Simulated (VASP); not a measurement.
# Sn (Fd-3m) in VASP: a series of runs

Runs on Sn. Level: r2SCAN. Tasks: single point.

All numbers are computed with VASP 6.6.1; they aren't measurements. Logs are shortened: lines on timing, memory, paths and dates and some standing lists are left out, and cuts for length are marked.

### Step 1. The cell of the first run

Symmetry: Fd-3m, No. 227, cubic system. The conventional cell has a = 6.520 Å, b = 6.520 Å, c = 6.520 Å, α = 90.00°, β = 90.00°, γ = 90.00°. Sn (site symmetry -43m) has 4 Sn at 2.82 Å within 3.7 Å.

### Step 2. Single point, r2SCAN

File POSCAR:

```
Sn
1.0
    0.0000000000      3.2602498312      3.2602498312
    3.2602498312      0.0000000000      3.2602498312
    3.2602498312      3.2602498312      0.0000000000
Sn
2
Direct
    0.5000000000      0.5000000000      0.5000000000
    0.7500000000      0.7500000000      0.7500000000
```

File INCAR.step1:

```
SYSTEM = Sn
PREC = Accurate
ENCUT = 520
ISMEAR = -1
SIGMA = 0.1
LREAL = .FALSE.
LASPH = .TRUE.
NELM = 80
NBANDS = 21
GGA = PE
ALGO = Normal
EDIFF = 1E-4
LWAVE = .TRUE.
LCHARG = .FALSE.
```

File INCAR.step2:

```
SYSTEM = Sn
PREC = Accurate
ENCUT = 520
EDIFF = 1E-6
ISMEAR = -1
SIGMA = 0.1
LREAL = .FALSE.
LASPH = .TRUE.
NELM = 80
ALGO = Normal
ISIF = 2
LWAVE = .FALSE.
LCHARG = .FALSE.
METAGGA = R2SCAN
LMIXTAU = .TRUE.
NBANDS = 21
ISTART = 1
```

File KPOINTS:

```
Automatic mesh
0
G
  14 14 14
  0 0 0
```

Potentials or basis: VASP PAW PBE potentials, release 64 (Sn_d).

Command:

```
$ cat potpaw_PBE.64/Sn_d/POTCAR > POTCAR
$ cp INCAR.step1 INCAR
$ mpirun -np 1 vasp_std > vasp.out
$ cp INCAR.step2 INCAR
$ mpirun -np 1 vasp_std > vasp.out
```

OUTCAR:

```text
SYSTEM = Sn
   PREC = Accurate
   ENCUT = 520
   EDIFF = 1E-6
   ISMEAR = -1
   LREAL = .FALSE.
   LASPH = .TRUE.
   NELM = 80
   ISIF = 2
   METAGGA = R2SCAN
   ISTART = 1

 ion  position               nearest neighbor table
   1  0.500  0.500  0.500-   2 2.82   2 2.82   2 2.82   2 2.82
   2  0.750  0.750  0.750-   1 2.82   1 2.82   1 2.82   1 2.82

  LATTYP: Found a face centered cubic cell.
 ALAT       =     6.5204996624

  Lattice vectors:

 A1 = (   0.0000000000,   3.2602498312,   3.2602498312)
 A2 = (   3.2602498312,   0.0000000000,   3.2602498312)
 A3 = (   3.2602498312,   3.2602498312,   0.0000000000)

Analysis of symmetry for initial positions (statically):
=====================================================================
 Subroutine PRICEL returns:
 Original cell was already a primitive cell.

 Routine SETGRP: Setting up the symmetry group for a
 face centered cubic supercell.

 Subroutine GETGRP returns: Found 48 space group operations
 (whereof 24 operations were pure point group operations)
 out of a pool of 48 trial point group operations.

The static configuration has the point symmetry T_d .
 The point group associated with its full space group is O_h .

Analysis of symmetry for dynamics (positions and initial velocities):
=====================================================================
 Subroutine PRICEL returns:
 Original cell was already a primitive cell.

 Routine SETGRP: Setting up the symmetry group for a
 face centered cubic supercell.

 Subroutine GETGRP returns: Found 48 space group operations
 (whereof 24 operations were pure point group operations)
 out of a pool of 48 trial point group operations.

The dynamic configuration has the point symmetry T_d .
 The point group associated with its full space group is O_h .

 Subroutine INISYM returns: Found 48 space group operations
 (whereof 24 operations are pure point group operations),
 and found     1 'primitive' translations

----------------------------------------------------------------------------------------

                                     Primitive cell

  volume of cell :      69.3079

  direct lattice vectors                    reciprocal lattice vectors
     0.000000000  3.260249831  3.260249831    -0.153362480  0.153362480  0.153362480
     3.260249831  0.000000000  3.260249831     0.153362480 -0.153362480  0.153362480
[... 74 lines left out ...]
   NGXF,Y,Z  is equivalent  to a cutoff of  25.96, 25.96, 25.96 a.u.
 SYSTEM =  Sn
   PREC   = accura    normal or accurate (medium, high low for compatibility)
   ISTART =      1    job   : 0-new  1-cont  2-samecut
   ICHARG =      0    charge: 1-file 2-atom 10-const
   ISPIN  =      1    spin polarized calculation?
   LNONCOLLINEAR =      F non collinear calculations
   LSORBIT =      F    spin-orbit coupling
   LASPH  =      T    aspherical Exc in radial PAW
   ENCUT  =  520.0 eV  38.22 Ry    6.18 a.u.   8.57  8.57  8.57*2*pi/ulx,y,z
   NELM   =     80;   NELMIN=  2; NELMDL=  0     # of ELM steps
   EDIFF  = 0.1E-05   stopping-criterion for ELM
   LREAL  =      F    real-space projection
   EDIFFG = 0.1E-04   stopping-criterion for IOM
   NSW    =      0    number of steps for IOM
   IBRION =     -1    ionic relax: 0-MD 1-quasi-New 2-CG
   NFREE  =      0    steps in history (QN), initial steepest desc. (CG)
   ISIF   =      2    stress and relaxation
   ISYM   =      2    0-nonsym 1-usesym 2-fastsym
   POTIM  = 0.5000    time-step for ionic-motion
   TEBEG  =    0.0;   TEEND  =   0.0 temperature during run
   PSTRESS=    0.0 pullay stress
   NELECT =      28.0000    total number of electrons
   NUPDOWN=      -1.0000    fix difference up-down
   EMIN   =  10.00;   EMAX   =-10.00  energy-range for DOS
   EFERMI =   0.00;   METHOD = LEGACY
   ISMEAR =    -1;   SIGMA  =   0.10  broadening in eV -4-tet -1-fermi 0-gaus
   EFERMI_NEDOS =   21; number of points for ismear=-14 and -15
   IALGO  =     38    algorithm
   IMIX   =      4    mixing-type and parameters
     AMIX     =   0.40;   BMIX     =  1.00
     AMIX_MAG =   1.60;   BMIX_MAG =  1.00
  volume/ion in A,a.u.               =      34.65       233.86
  Fermi-wavevector in a.u.,A,eV,Ry     =   1.210226  2.286996 19.927746  1.464648
  Thomas-Fermi vector in A             =   2.345780
   LORBIT       =      0    0 simple, 1 ext, 2 COOP (PROOUT), +10 PAW based schemes
   METAGGA = R2SCAN    functional components
   LHFCALC =     F    Hartree Fock is set to
   AEXX    =    0.0000 exact exchange contribution
   IVDW    =     0    specifies the selected vdW correction
   LEPSILON=     F    determine dielectric tensor
   LRPA    =     F    only Hartree local field effects (RPA)
 non-spin polarized calculation
  energy-cutoff  :      520.00
  volume of cell :       69.31
 maximum number of plane-waves:      1892
 NGX is ok and might be reduce to    36
   NGX = 17   NGY = 17   NGZ = 17

 number of electron      27.9999991 magnetization

 Free energy of the ion-electron system (eV)
  ---------------------------------------------------
  ext. energy  EPLUGINS =         0.00000000
  ---------------------------------------------------
  free energy    TOTEN  =       -49.49247550 eV

  energy without entropy =      -49.48973692  energy(sigma->0) =      -49.49110621

 E-fermi :   5.4881     XC(G=0):  -9.5253

 val. band max:        5.4320285484   @ k =   0.0000   0.0000   0.0000
 cond. band min:       5.5368795590   @ k =   0.5000   0.0000   0.0000
 fundamental gap:      0.1048510106
 Fermi energy:         5.4881430965

 k-point     1 :       0.0000    0.0000    0.0000
  band No.  band energies     occupation
      1     -16.9483      2.00000
      2     -16.9483      2.00000
      3     -16.9483      2.00000
      4     -16.8835      2.00000
      5     -16.8835      2.00000
      6     -16.5715      2.00000
[... 565 lines left out ...]
     20      13.1592      0.00000
     21      13.7450      0.00000

 [... further k-points ...]
[... 5 lines left out ...]
  --------------------------------------------------------------------------------------
  -------------------------------------------------------------------------------------
  Total        0.4000912      0.4000912      0.4000912      0.0000000      0.0000000     -0.0000000
  in kB        9.2488329      9.2488329      9.2488329      0.0000000      0.0000000     -0.0000000
  external PRESSURE =       9.2488329 kB  Pullay stress =       0.0000000 kB

 VOLUME and BASIS-vectors are now :
 -----------------------------------------------------------------------------
  energy-cutoff  :      520.00
  volume of cell :       69.31
      direct lattice vectors                 reciprocal lattice vectors
     0.000000000  3.260249831  3.260249831    -0.153362480  0.153362480  0.153362480
     3.260249831  0.000000000  3.260249831     0.153362480 -0.153362480  0.153362480
     3.260249831  3.260249831  0.000000000     0.153362480  0.153362480 -0.153362480

 POSITION                                       TOTAL-FORCE (eV/Angst)
 -----------------------------------------------------------------------------------
      3.26025      3.26025      3.26025        -0.000000     -0.000000      0.000000
      4.89037      4.89037      4.89037         0.000000      0.000000     -0.000000
 -----------------------------------------------------------------------------------
    total drift:                                0.000000      0.000000      0.000000

  FREE ENERGIE OF THE ION-ELECTRON SYSTEM (eV)
  ---------------------------------------------------
  free  energy   TOTEN  =       -49.4924755029 eV

  energy  without entropy=      -49.4897369168  energy(sigma->0) =      -49.49110621
```

Wall time 4.9 min (1 thread of AMD EPYC 9R45 (Zen 5), shared host); peak memory 0.26 GiB.

Results:

| Property | Result |
| --- | --- |
| Free energy | -49.4925 eV |
| Pressure | 0.9 GPa |
| Band gap on the k mesh | zero (filled and empty bands touch) |

Caveat: the PAW data sets were made with another functional, which shifts forces and pressure a little; spin-orbit coupling is left out, which moves the levels of the heavy elements.

### Step 3. Single point, r2SCAN

This run uses another cell than the first one, of 35.41 Å³/atom, 1.022 times its volume.

File POSCAR:

```
Sn
1.0
    0.0000000000      3.2837945612      3.2837945612
    3.2837945612      0.0000000000      3.2837945612
    3.2837945612      3.2837945612      0.0000000000
Sn
2
Direct
    0.5000000000      0.5000000000      0.5000000000
    0.7500000000      0.7500000000      0.7500000000
```

File INCAR.step1:

```
SYSTEM = Sn
  PREC = Accurate
  ENCUT = 520
  ISMEAR = -1
  SIGMA = 0.1
  LREAL = .False.
  LASPH = .True.
  NELM = 80
  NBANDS = 21
  GGA = PE
  ALGO = Normal
  EDIFF = 1E-4
  LWAVE = .True.
  LCHARG = .False.
```

File INCAR.step2:

```
SYSTEM = Sn
  PREC = Accurate
  ENCUT = 520
  EDIFF = 1E-6
  ISMEAR = -1
  SIGMA = 0.1
  LREAL = .False.
  LASPH = .True.
  NELM = 80
  ALGO = Normal
  ISIF = 2
  LWAVE = .False.
  LCHARG = .False.
  METAGGA = R2SCAN
  LMIXTAU = .True.
  NBANDS = 21
  ISTART = 1
```

File KPOINTS:

```
regular mesh
0
Gamma
  14 14 14
  0 0 0
```

Potentials or basis: VASP PAW PBE potentials, release 64 (Sn_d).

Command:

```
$ cat potpaw_PBE.64/Sn_d/POTCAR > POTCAR
$ cp INCAR.step1 INCAR
$ mpirun -np 1 vasp_std > vasp.out
$ cp INCAR.step2 INCAR
$ mpirun -np 1 vasp_std > vasp.out
```

Wall time 5 min (1 thread of AMD EPYC 9R45 (Zen 5), shared host); peak memory 0.26 GiB.

The run converged. Its results:

```yaml
Free_energy: -49.4973 eV
Pressure: 0.0 GPa
Band_gap_on_the_k_mesh: zero (filled and empty bands touch)
```

Levels at points of the mesh, in eV from the Fermi level:
```csv
k point,band 12,band 13,band 14,band 15,band 16,band 17
"(0.00, 0.00, 0.00)",-0.67,-0.04,-0.04,-0.04,2.18,2.18
"(0.50, 0.00, 0.00)",-6.50,-1.26,-1.26,0.02,3.31,3.31
"(0.50, 0.50, 0.00)",-7.78,-2.60,-2.60,0.91,0.91,7.88
```

Caveat: the PAW data sets were made with another functional, which shifts forces and pressure a little; spin-orbit coupling is left out, which moves the levels of the heavy elements.
